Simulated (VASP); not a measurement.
# Li (P1) in VASP: further runs, part 2 of 3

VASP 6.6.1. Earlier steps stand in the parts before.

## Step 3: Single point, LDA

The input, INCAR:

```
ALGO = Normal
EDIFF = 1E-7
ENCUT = 520
ISIF = 2
ISMEAR = -1
LASPH = True
LCHARG = False
LREAL = Auto
LWAVE = False
NBANDS = 38
NELM = 100
PREC = Accurate
SIGMA = 0.16
```

The input, KPOINTS:

```
k-points
0
Gamma
  2 2 2
```

The input, POSCAR:

```
Li
1.0
    7.0944470000      0.0000000000      0.0000000000
    0.0000000000      7.0944470000      0.0000000000
    0.0000000000      0.0000000000      7.0944470000
Li
16
Direct
   -0.1593076952      0.3144149220     -0.3028706818
    0.3643553895     -0.4000311793      0.1136099826
   -0.3431275193      0.7294437466      0.0001409553
    0.1654533468     -0.0515896447      0.6963333435
    0.0975551724      0.1843413588      0.0003946749
    0.2268957679      0.3009536896      0.3832574970
    0.5327547024      0.6488314029      0.4350585747
    0.7060310691      0.0213688255      0.3615503788
   -0.1232090394      0.6056708860      0.2506749293
    0.2722410922      0.5103991897     -0.1504416059
    0.5242410014      0.2761455544      0.6382879455
    0.9256253518      0.6913435254      0.7237914386
    0.6713419665      0.3572512417     -0.0643883871
    0.4596129903      0.0996554065      1.0966323379
    0.5485980796      0.8986183137      0.7018869829
    1.1309408612      0.8131712028      1.1160841712
```

Potentials or basis: VASP PAW LDA potentials, release 64 (Li_sv).

Run with:

```bash
cat potpaw_LDA.64/Li_sv/POTCAR > POTCAR
mpirun -np 1 vasp_std > vasp.out
```

OUTCAR:

```text
EDIFF = 1E-7
   ENCUT = 520
   ISIF = 2
   ISMEAR = -1
   LASPH = True
   LREAL = Auto
   NELM = 100
   PREC = Accurate

 ion  position               nearest neighbor table
   1  0.841  0.314  0.697-  13 2.10  11 2.30
   2  0.364  0.600  0.114-  10 2.08  16 2.24   3 2.41   7 2.60
   3  0.657  0.729  0.000-   2 2.41   9 2.52  15 2.55
   4  0.165  0.948  0.696-  12 2.50
   5  0.098  0.184  0.000-
   6  0.227  0.301  0.383-
   7  0.533  0.649  0.435-  15 2.60   2 2.60
   8  0.706  0.021  0.362-
   9  0.877  0.606  0.251-  16 2.52   3 2.52
  10  0.272  0.510  0.850-   2 2.08
  11  0.524  0.276  0.638-   1 2.30  13 2.42
  12  0.926  0.691  0.724-   4 2.50
  13  0.671  0.357  0.936-   1 2.10  11 2.42
  14  0.460  0.100  0.097-
  15  0.549  0.899  0.702-   3 2.55   7 2.60
  16  0.131  0.813  0.116-   2 2.24   9 2.52

  LATTYP: Found a simple cubic cell.
 ALAT       =     7.0944470000

  Lattice vectors:

 A1 = (   7.0944470000,   0.0000000000,   0.0000000000)
 A2 = (   0.0000000000,   7.0944470000,   0.0000000000)
 A3 = (   0.0000000000,   0.0000000000,   7.0944470000)

Analysis of symmetry for initial positions (statically):
=====================================================================
 Subroutine PRICEL returns:
 Original cell was already a primitive cell.

 Routine SETGRP: Setting up the symmetry group for a
 simple cubic supercell.

 Subroutine GETGRP returns: Found  1 space group operations
 (whereof  1 operations were pure point group operations)
 out of a pool of 48 trial point group operations.

The static configuration has the point symmetry C_1 .

Analysis of symmetry for dynamics (positions and initial velocities):
=====================================================================
[... 141 lines left out ...]
     AMIX_MAG =   1.60;   BMIX_MAG =  1.00
  volume/ion in A,a.u.               =      22.32       150.60
  Fermi-wavevector in a.u.,A,eV,Ry     =   0.838629  1.584780  9.568965  0.703299
  Thomas-Fermi vector in A             =   1.952715
   LORBIT       =      0    0 simple, 1 ext, 2 COOP (PROOUT), +10 PAW based schemes
   GGA     = CA    functional components
   LHFCALC =     F    Hartree Fock is set to
   AEXX    =    0.0000 exact exchange contribution
   IVDW    =     0    specifies the selected vdW correction
   LEPSILON=     F    determine dielectric tensor
   LRPA    =     F    only Hartree local field effects (RPA)
 non-spin polarized calculation
  energy-cutoff  :      520.00
  volume of cell :      357.07
 maximum number of plane-waves:      9771
 NGX is ok and might be reduce to    54
   NGX = 27   NGY = 27   NGZ = 27

 number of electron      47.9999987 magnetization

 Free energy of the ion-electron system (eV)
  ---------------------------------------------------
  ext. energy  EPLUGINS =         0.00000000
  ---------------------------------------------------
  free energy    TOTEN  =       -28.49395445 eV

  energy without entropy =      -27.86039404  energy(sigma->0) =      -28.17717424

 E-fermi :   0.2174     XC(G=0):  -6.8468

 val. band max:        0.2171542617   @ k =   0.0000   0.0000   0.5000
 cond. band min:       0.2820901593   @ k =   0.5000   0.0000   0.5000
 fundamental gap:      0.0649358976
 Fermi energy:         0.2173717810

 k-point     1 :       0.0000    0.0000    0.0000
  band No.  band energies     occupation
      1     -46.0175      2.00000
      2     -46.0161      2.00000
      3     -45.9068      2.00000
      4     -45.8738      2.00000
      5     -45.8214      2.00000
      6     -45.8136      2.00000
[... 301 lines left out ...]
     35       3.1280      0.00000
     36       3.2597      0.00000
 [bands above 36 left out]

------------------------ aborting loop because EDIFF is reached ----------------------------------------

  FORCE on cell =-STRESS in cart. coord.  units (eV):
  Direction    XX          YY          ZZ          XY          YZ          ZX
  --------------------------------------------------------------------------------------
  -------------------------------------------------------------------------------------
  Total        1.6793088     -3.2309003      1.3530491     -0.0997597      0.4033494      0.7401022
  in kB        7.5350388    -14.4970118      6.0711153     -0.4476205      1.8098241      3.3208298
  external PRESSURE =      -0.2969526 kB  Pullay stress =       0.0000000 kB

 VOLUME and BASIS-vectors are now :
 -----------------------------------------------------------------------------
  energy-cutoff  :      520.00
  volume of cell :      357.07
      direct lattice vectors                 reciprocal lattice vectors
     7.094447000  0.000000000  0.000000000     0.140955313  0.000000000  0.000000000
     0.000000000  7.094447000  0.000000000     0.000000000  0.140955313  0.000000000
     0.000000000  0.000000000  7.094447000     0.000000000  0.000000000  0.140955313

 POSITION                                       TOTAL-FORCE (eV/Angst)
 -----------------------------------------------------------------------------------
      5.96425      2.23060      4.94575         1.448343     -0.263036     -1.033923
      2.58490      4.25645      0.80600         0.469640     -0.460293      0.903370
      4.66015      5.17500      0.00100         0.223742      0.458118     -0.139624
      1.17380      6.72845      4.94010         0.275911      0.318647     -0.248042
      0.69210      1.30780      0.00280        -0.352726      0.348829     -0.021229
      1.60970      2.13510      2.71900        -0.190957      0.060243      0.055088
[... 8 lines left out ...]
      3.89200      6.37520      4.97950        -0.010131      0.174967      0.320259
      0.92895      5.76900      0.82355        -0.328304      0.718370     -0.007692
 -----------------------------------------------------------------------------------
    total drift:                               -0.001219     -0.006387      0.000099

  FREE ENERGIE OF THE ION-ELECTRON SYSTEM (eV)
  ---------------------------------------------------
  free  energy   TOTEN  =       -28.4939544461 eV

  energy  without entropy=      -27.8603940430  energy(sigma->0) =      -28.17717424
```

OSZICAR:

```text
N       E                     dE             d eps       ncg     rms          rms(c)
DAV:   1     0.281006335204E+03    0.28101E+03   -0.21337E+04   608   0.123E+03
DAV:   2     0.473883149294E+02   -0.23362E+03   -0.21752E+03   608   0.336E+02
DAV:   3    -0.122000341580E+02   -0.59588E+02   -0.57841E+02  1156   0.841E+01
DAV:   4    -0.264775972572E+02   -0.14278E+02   -0.13902E+02  1012   0.666E+01
DAV:   5    -0.296863472404E+02   -0.32087E+01   -0.32060E+01  1082   0.205E+01    0.313E+00
DAV:   6    -0.286217195044E+02    0.10646E+01   -0.18479E+00   832   0.632E+00    0.129E+00
DAV:   7    -0.284928910155E+02    0.12883E+00   -0.69639E-01   904   0.269E+00    0.405E-01
DAV:   8    -0.284950193323E+02   -0.21283E-02   -0.12544E-01   936   0.138E+00    0.252E-01
DAV:   9    -0.284939240480E+02    0.10953E-02   -0.16671E-02   944   0.468E-01    0.134E-01
DAV:  10    -0.284939143158E+02    0.97322E-05   -0.16702E-03  1032   0.193E-01    0.442E-02
DAV:  11    -0.284939538745E+02   -0.39559E-04   -0.51222E-04   984   0.844E-02    0.189E-02
DAV:  12    -0.284939543909E+02   -0.51643E-06   -0.50119E-05   944   0.377E-02    0.106E-02
DAV:  13    -0.284939539039E+02    0.48699E-06   -0.64233E-06  1096   0.206E-02    0.148E-03
DAV:  14    -0.284939544370E+02   -0.53310E-06   -0.55359E-06   864   0.995E-03    0.132E-03
DAV:  15    -0.284939544461E+02   -0.90513E-08   -0.29324E-07   640   0.388E-03
   1 F= -.28493954E+02 E0= -.28177174E+02  d E =-.633560E+00
```

stdout:

```text
POSCAR found type information on POSCAR Li
 POSCAR found :  1 types and      16 ions
 scaLAPACK will be used
 LDA part: xc-table for (Slater(with rela. corr.)+CA(PZ))
 , standard interpolation
 POSCAR, INCAR and KPOINTS ok, starting setup
 FFT: planning ... GRIDC
 FFT: planning ... GRID_SOFT
 FFT: planning ... GRID
 WAVECAR not read
 entering main loop
```

It took 1.7 min on 1 thread of Intel Xeon Platinum 8488C (Sapphire Rapids), shared host; peak memory 0.3 GiB.

What came out:

```yaml
Free_energy: -28.4940 eV
Largest_force: 1.799 eV/Å
Band_gap_on_the_k_mesh: zero (band 24 reaches 0.71 eV, above the bottom of band 25 at -0.03 eV)
```

Forces on the atoms (eV/Å):
```
Li   1.448 -0.263 -1.034
Li   0.470 -0.460  0.903
Li   0.224  0.458 -0.140
Li   0.276  0.319 -0.248
Li  -0.353  0.349 -0.021
Li  -0.191  0.060  0.055
Li  -0.076 -0.257  0.186
Li   0.477 -0.016 -0.015
Li   0.117 -0.657  0.384
Li  -0.306 -0.297 -1.193
Li  -0.992 -0.008 -0.413
Li  -0.259 -0.253 -0.069
Li  -0.319  0.317  1.478
Li  -0.176 -0.184 -0.186
Li  -0.010  0.175  0.320
Li  -0.328  0.718 -0.008
```

Levels at points of the mesh, in eV from the Fermi level:
```tsv
k point	band 22	band 23	band 24	band 25	band 26	band 27
(0.00, 0.00, 0.00)	-0.96	-0.78	0.49	0.56	0.78	0.85
(0.50, 0.00, 0.00)	-0.49	-0.43	-0.30	-0.24	-0.06	1.19
(0.00, 0.50, 0.00)	-0.58	-0.36	-0.34	-0.24	-0.04	0.91
(0.00, 0.00, 0.50)	-0.61	-0.40	-0.22	-0.17	0.00	0.97
(0.50, 0.50, 0.00)	-0.26	-0.07	0.07	0.09	0.29	0.57
(0.00, 0.50, 0.50)	-0.28	-0.11	0.00	0.25	0.33	0.46
(0.50, 0.00, 0.50)	-0.46	-0.05	0.06	0.29	0.43	0.56
(0.50, 0.50, 0.50)	-1.45	-1.25	-1.12	1.62	1.67	1.85
```

Caveat: the k points lie up to 0.44 Å⁻¹ apart; the cutoff is under 1.25 times the usual one of these potentials, so pressure, stress and relaxed cells hold a basis-set (Pulay) error; forces of over 1 eV/Å act on the atoms, so gaps and moduli don't describe the material at rest.

## Step 4: Single point, LDA

The input, INCAR:

```
SYSTEM = Li
PREC     = Accurate       ! precision mode
ENCUT    = 520            ! plane-wave cutoff, eV
EDIFF    = 1E-6           ! SCF threshold, eV
ISMEAR   = -1             ! smearing method
SIGMA    = 0.16           ! smearing width, eV
LREAL    = Auto         
LASPH    = .TRUE.         ! aspherical terms in the spheres
NELM     = 80             ! most SCF steps
ALGO     = Normal         ! electronic algorithm
ISIF     = 2              ! what is computed and relaxed
LWAVE    = .FALSE.        ! write WAVECAR
LCHARG   = .FALSE.        ! write CHGCAR
GGA      = CA             ! functional
NBANDS   = 38             ! bands
```

The input, KPOINTS:

```
regular mesh
0
G
  2 2 2
  0 0 0
```

The input, POSCAR:

```
Li
1.0
    7.0944470000      0.0000000000      0.0000000000
    0.0000000000      7.0944470000      0.0000000000
    0.0000000000      0.0000000000      7.0944470000
Li
16
Direct
   -0.0102474513      0.2075848900     -0.1175849224
    0.2041878669     -0.6443772150      0.1437744196
   -0.2695206547      0.7301767143      0.3058589345
    0.1356694891     -0.2233155030      0.4130977369
   -0.1867657902     -0.0876319183     -0.1625073808
    0.3711494356      0.0191981137      0.4880295814
    0.6845071927      1.1770614397      0.5882206182
    0.9520403775      0.0371417251      0.1695833375
   -0.0720845473      0.4007077648      0.3901079253
    0.4383569290      0.8060529594     -0.2685621585
    0.4354955362      0.5310773341      0.4905244905
    0.7564507847      0.5361940120      0.7010130599
    0.6688329619      0.3493154576      0.0692654410
    0.4802770392      0.0814016935      1.1122924733
    0.2869427314      1.2598022087      0.7688548523
    1.1247106364      0.8195987651      0.9080341287
```

Potentials or basis: VASP PAW LDA potentials, release 64 (Li_sv).

Run with:

```bash
cat potpaw_LDA.64/Li_sv/POTCAR > POTCAR
mpirun -np 1 vasp_std > vasp.out
```

OUTCAR:

```text
SYSTEM = Li
   PREC = Accurate
   ENCUT = 520
   EDIFF = 1E-6
   ISMEAR = -1
   LREAL = Auto
   LASPH = .TRUE.
   NELM = 80
   ISIF = 2
   GGA = CA

 ion  position               nearest neighbor table
   1  0.990  0.208  0.882-  15 2.29   8 2.38   5 2.46
   2  0.204  0.356  0.144-
   3  0.730  0.730  0.306-
   4  0.136  0.777  0.413-   6 2.46
   5  0.813  0.912  0.837-  16 2.36   1 2.46
   6  0.371  0.019  0.488-  10 2.34   4 2.46   7 2.59
   7  0.685  0.177  0.588-   6 2.59
[... 530 lines left out ...]
  Total        2.1356050      0.6300526     -1.8130837      1.8711774      0.0293420      0.0227224
  in kB        9.5824344      2.8270385     -8.1352853      8.3959513      0.1316574      0.1019551
  external PRESSURE =       1.4247292 kB  Pullay stress =       0.0000000 kB

 VOLUME and BASIS-vectors are now :
 -----------------------------------------------------------------------------
  energy-cutoff  :      520.00
  volume of cell :      357.07
      direct lattice vectors                 reciprocal lattice vectors
     7.094447000  0.000000000  0.000000000     0.140955313  0.000000000  0.000000000
     0.000000000  7.094447000  0.000000000     0.000000000  0.140955313  0.000000000
     0.000000000  0.000000000  7.094447000     0.000000000  0.000000000  0.140955313

 POSITION                                       TOTAL-FORCE (eV/Angst)
 -----------------------------------------------------------------------------------
      7.02175      1.47270      6.26025        -0.452484      0.455127     -0.463185
      1.44860      2.52295      1.02000         0.281645      0.438339      0.237102
      5.18235      5.18020      2.16990        -0.284548      0.245336     -0.072477
      0.96250      5.51015      2.93070        -0.423829     -0.265680      0.111922
      5.76945      6.47275      5.94155        -0.860220     -0.161381     -0.302328
      2.63310      0.13620      3.46230        -0.160015      0.582678     -0.560373
[... 8 lines left out ...]
      2.03570      1.84315      5.45460         0.655601      0.152601     -0.238471
      0.88475      5.81460      6.44200         0.459335     -0.478608      0.261400
 -----------------------------------------------------------------------------------
    total drift:                                0.006008     -0.000872      0.002553

  FREE ENERGIE OF THE ION-ELECTRON SYSTEM (eV)
  ---------------------------------------------------
  free  energy   TOTEN  =       -28.9225734268 eV

  energy  without entropy=      -28.1846304366  energy(sigma->0) =      -28.55360193
```

stdout:

```text
POSCAR found type information on POSCAR Li
 POSCAR found :  1 types and      16 ions
 scaLAPACK will be used
 LDA part: xc-table for (Slater(with rela. corr.)+CA(PZ))
 , standard interpolation
 POSCAR, INCAR and KPOINTS ok, starting setup
 FFT: planning ... GRIDC
 FFT: planning ... GRID_SOFT
 FFT: planning ... GRID
 WAVECAR not read
 entering main loop
```

It took 90 s on 1 thread of Intel Xeon Platinum 8488C (Sapphire Rapids), shared host; peak memory 0.31 GiB.

Results:

| Quantity | Value |
| --- | --- |
| Free energy | -28.9226 eV |
| Largest force | 0.926 eV/Å |
| Band gap on the k mesh | zero (band 24 reaches 0.58 eV, above the bottom of band 25 at -0.02 eV) |

Forces in eV/Å, atoms in the order of the input:
```
Li  -0.452  0.455 -0.463
Li   0.282  0.438  0.237
Li  -0.285  0.245 -0.072
Li  -0.424 -0.266  0.112
Li  -0.860 -0.161 -0.302
Li  -0.160  0.583 -0.560
Li   0.054 -0.166 -0.131
Li  -0.072  0.076  0.755
Li   0.185 -0.208  0.099
Li   0.408 -0.170  0.584
Li  -0.069 -0.443 -0.368
Li   0.268  0.163  0.335
Li   0.224  0.573 -0.098
Li  -0.213 -0.793 -0.151
Li   0.656  0.153 -0.238
Li   0.459 -0.479  0.261
```

Caveat: the k points lie up to 0.44 Å⁻¹ apart; the cutoff is under 1.25 times the usual one of these potentials, so pressure, stress and relaxed cells hold a basis-set (Pulay) error.

(Continued in part 3 of 3.)
